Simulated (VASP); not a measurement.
# Ir (Fm-3m) in VASP: a series of runs, part 2 of 2

VASP 6.6.1.

### Step 3. Single point, LDA

The input, INCAR:

```
ALGO = Normal
EDIFF = 1E-6
ENCUT = 560
GGA = CA
GGA_COMPAT = F
ISIF = 2
ISMEAR = -1
LASPH = T
LCHARG = T
LELF = T
LREAL = F
LVHAR = T
LWAVE = F
NBANDS = 14
NELM = 120
PREC = Accurate
SIGMA = 0.1
```

The input, KPOINTS:

```
k-points
0
Gamma
  23 23 23
```

The input, POSCAR:

```
Ir
1.0
    0.0000000000      1.9060927672      1.9060927672
    1.9060927672      0.0000000000      1.9060927672
    1.9060927672      1.9060927672      0.0000000000
Ir
1
Direct
    0.0000000000      0.0000000000      0.0000000000
```

Potentials or basis: VASP PAW LDA potentials, release 64 (Ir_sv_GW).

The run is started by

```sh
cat potpaw_LDA.64/Ir_sv_GW/POTCAR > POTCAR
mpirun -np 1 vasp_std > vasp.out
```

OUTCAR:

```text
EDIFF = 1E-6
   ENCUT = 560
   GGA = CA
   ISIF = 2
   ISMEAR = -1
   LASPH = T
   LREAL = F
   NELM = 120
   PREC = Accurate

 ion  position               nearest neighbor table
   1  0.000  0.000  0.000-

  LATTYP: Found a face centered cubic cell.
 ALAT       =     3.8121855344

  Lattice vectors:

 A1 = (   0.0000000000,   1.9060927672,   1.9060927672)
 A2 = (   1.9060927672,   0.0000000000,   1.9060927672)
 A3 = (   1.9060927672,   1.9060927672,   0.0000000000)

Analysis of symmetry for initial positions (statically):
=====================================================================
 Subroutine PRICEL returns:
 Original cell was already a primitive cell.

 Routine SETGRP: Setting up the symmetry group for a
 face centered cubic supercell.

 Subroutine GETGRP returns: Found 48 space group operations
 (whereof 48 operations were pure point group operations)
 out of a pool of 48 trial point group operations.

The static configuration has the point symmetry O_h .

Analysis of symmetry for dynamics (positions and initial velocities):
=====================================================================
 Subroutine PRICEL returns:
 Original cell was already a primitive cell.

 Routine SETGRP: Setting up the symmetry group for a
 face centered cubic supercell.

 Subroutine GETGRP returns: Found 48 space group operations
 (whereof 48 operations were pure point group operations)
 out of a pool of 48 trial point group operations.

The dynamic configuration has the point symmetry O_h .

 Subroutine INISYM returns: Found 48 space group operations
 (whereof 48 operations are pure point group operations),
 and found     1 'primitive' translations

----------------------------------------------------------------------------------------

                                     Primitive cell
[... 114 lines left out ...]
   GGA     = CA    functional components
   LHFCALC =     F    Hartree Fock is set to
   AEXX    =    0.0000 exact exchange contribution
   IVDW    =     0    specifies the selected vdW correction
   LEPSILON=     F    determine dielectric tensor
   LRPA    =     F    only Hartree local field effects (RPA)
 non-spin polarized calculation
  energy-cutoff  :      560.00
  volume of cell :       13.85
 maximum number of plane-waves:       432
 NGX is ok and might be reduce to    24
   NGX = 11   NGY = 11   NGZ = 11

 number of electron      17.0000000 magnetization

 Free energy of the ion-electron system (eV)
  ---------------------------------------------------
  ext. energy  EPLUGINS =         0.00000000
  ---------------------------------------------------
  free energy    TOTEN  =       -10.92155787 eV

  energy without entropy =      -10.89446345  energy(sigma->0) =      -10.90801066

 E-fermi :  13.0491     XC(G=0): -14.9202

 val. band max:       13.0365510207   @ k =  -0.3043   0.3478   0.0435
 cond. band min:      13.0552016320   @ k =  -0.2609   0.3043   0.1304
 fundamental gap:      0.0186506113
 Fermi energy:        13.0491453236

 k-point     1 :       0.0000    0.0000    0.0000
  band No.  band energies     occupation
      1     -79.5297      2.00000
      2     -36.1705      2.00000
      3     -36.1705      2.00000
      4     -36.1705      2.00000
      5       1.7624      2.00000
      6       9.0397      2.00000
      7       9.0397      2.00000
      8       9.0397      2.00000
      9      11.8530      1.99999
     10      11.8530      1.99999
     11      26.6596      0.00000
     12      32.2514      0.00000
     13      32.2514      0.00000
     14      32.2514      0.00000
[... 377 lines left out ...]
      1     -79.4550      2.00000
      2     -37.0260      2.00000
      3     -36.3037      2.00000
      4     -36.2941      2.00000
      5       4.8198      2.00000
      6       8.8728      2.00000
      7       9.0019      2.00000
      8      11.9333      1.99997
      9      13.9844      0.00017
     10      14.4735      0.00000
     11      20.5529      0.00000
     12      26.4871      0.00000
     13      32.1624      0.00000
     14      32.3389      0.00000

 [... further k-points ...]

------------------------ aborting loop because EDIFF is reached ----------------------------------------

  FORCE on cell =-STRESS in cart. coord.  units (eV):
  Direction    XX          YY          ZZ          XY          YZ          ZX
  --------------------------------------------------------------------------------------
  -------------------------------------------------------------------------------------
  Total       -0.0470853     -0.0470853     -0.0470853      0.0000000      0.0000000      0.0000000
  in kB       -5.4466999     -5.4466999     -5.4466999      0.0000000      0.0000000      0.0000000
  external PRESSURE =      -5.4466999 kB  Pullay stress =       0.0000000 kB

 VOLUME and BASIS-vectors are now :
 -----------------------------------------------------------------------------
  energy-cutoff  :      560.00
  volume of cell :       13.85
      direct lattice vectors                 reciprocal lattice vectors
     0.000000000  1.906092767  1.906092767    -0.262316719  0.262316719  0.262316719
     1.906092767  0.000000000  1.906092767     0.262316719 -0.262316719  0.262316719
     1.906092767  1.906092767  0.000000000     0.262316719  0.262316719 -0.262316719

 POSITION                                       TOTAL-FORCE (eV/Angst)
 -----------------------------------------------------------------------------------
      0.00000      0.00000      0.00000         0.000000      0.000000      0.000000
 -----------------------------------------------------------------------------------
    total drift:                               -0.000000      0.000000      0.000000

  FREE ENERGIE OF THE ION-ELECTRON SYSTEM (eV)
  ---------------------------------------------------
  free  energy   TOTEN  =       -10.9215578734 eV

  energy  without entropy=      -10.8944634477  energy(sigma->0) =      -10.90801066
```

OSZICAR:

```text
N       E                     dE             d eps       ncg     rms          rms(c)
DAV:   1     0.116937535553E+03    0.11694E+03   -0.11935E+04 10400   0.134E+03
DAV:   2    -0.103697720199E+02   -0.12731E+03   -0.12195E+03 12784   0.406E+02
DAV:   3    -0.121261734786E+02   -0.17564E+01   -0.17516E+01 11224   0.453E+01
DAV:   4    -0.121289261202E+02   -0.27526E-02   -0.27525E-02 12070   0.216E+00
DAV:   5    -0.121289316214E+02   -0.55011E-05   -0.55007E-05 11236   0.927E-02    0.716E+01
DAV:   6    -0.110291771766E+02    0.10998E+01   -0.14475E+00 10672   0.127E+01    0.387E+01
DAV:   7    -0.109393283557E+02    0.89849E-01   -0.40700E-01 11632   0.623E+00    0.737E+00
DAV:   8    -0.109217485684E+02    0.17580E-01   -0.62698E-02 10330   0.313E+00    0.691E-01
DAV:   9    -0.109216949661E+02    0.53602E-04   -0.73024E-04 11632   0.319E-01    0.316E-01
DAV:  10    -0.109215599949E+02    0.13497E-03   -0.23922E-04 10978   0.225E-01    0.242E-01
DAV:  11    -0.109215579344E+02    0.20605E-05   -0.51644E-06 11638   0.302E-02    0.523E-02
DAV:  12    -0.109215578734E+02    0.61064E-07   -0.17679E-07  5498   0.472E-03
   1 F= -.10921558E+02 E0= -.10908011E+02  d E =-.270944E-01
```

stdout:

```text
POSCAR found type information on POSCAR Ir
 POSCAR found :  1 types and       1 ions
 scaLAPACK will be used
 LDA part: xc-table for (Slater(with rela. corr.)+CA(PZ))
 , standard interpolation
 POSCAR, INCAR and KPOINTS ok, starting setup
 FFT: planning ... GRIDC
 FFT: planning ... GRID_SOFT
 FFT: planning ... GRID
 WAVECAR not read
 entering main loop
```

Run time: 49 s. Hardware: 1 thread of Intel Xeon Platinum 8488C (Sapphire Rapids), shared host; peak memory 0.2 GiB.

What came out:

- Free energy: -10.9216 eV
- Pressure: -0.5 GPa
- Band gap on the k mesh: zero (an odd number of electrons rules out a gap without spin polarisation)

Caveat: spin-orbit coupling is left out, which moves the levels of the heavy elements.
